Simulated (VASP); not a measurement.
Wanted: the native input for a VASP 6.6.1 run.

* Task: single point
* Functional: PBE
* Potentials or basis: VASP PAW PBE potentials, release 64 (Sn_d)
* Cutoff: 520 eV
* k mesh: 9 × 9 × 9
* Occupations: gaussian, width 0.012 eV
* Spin: no spin polarisation
* Dipole correction: no
* Further INCAR settings: ALGO = Fast; EDIFF = 1e-06; NBANDS = 21

The structure of Sn lies in POSCAR:

```
Sn
1.0
   -2.9401404553      2.9401404553      1.5993019889
    2.9401404553     -2.9401404553      1.5993019889
    2.9401404553      2.9401404553     -1.5993019889
Sn
2
Direct
    0.0000000000      0.0000000000      0.0000000000
    0.7500000000      0.2500000000      0.5000000000
```

The input as run:

INCAR

```
SYSTEM = Sn
PREC     = Accurate       ! precision mode
ENCUT    = 520            ! plane-wave cutoff, eV
EDIFF    = 1E-6           ! SCF threshold, eV
ISMEAR   = 0              ! smearing method
SIGMA    = 0.012          ! smearing width, eV
LREAL    = .FALSE.        ! projectors in reciprocal space
LASPH    = .TRUE.         ! aspherical terms in the spheres
NELM     = 100            ! most SCF steps
ALGO     = Fast           ! electronic algorithm
ISIF     = 2              ! what is computed and relaxed
LWAVE    = .FALSE.        ! write WAVECAR
LCHARG   = .FALSE.        ! write CHGCAR
GGA      = PE             ! functional
NBANDS   = 21             ! bands
```

KPOINTS

```
Automatic mesh
0
G
  9 9 9
  0 0 0
```

Potentials or basis: VASP PAW PBE potentials, release 64 (Sn_d).

Run with:

```sh
$ cat potpaw_PBE.64/Sn_d/POTCAR > POTCAR
$ mpirun -np 1 vasp_std > vasp.out
```

Results of the run:

```json
{
 "Pressure": "1.4 GPa",
 "Band gap on the k mesh": "zero (band 14 reaches 8.97 eV, above the bottom of band 15 at 5.01 eV)"
}
```

Caveat: spin-orbit coupling is left out, which moves the levels of the heavy elements.

Wall time 36 s on 1 thread of Intel(R) Xeon(R) 6975P-C (Granite Rapids), on a shared host, peak memory 0.24 GiB.
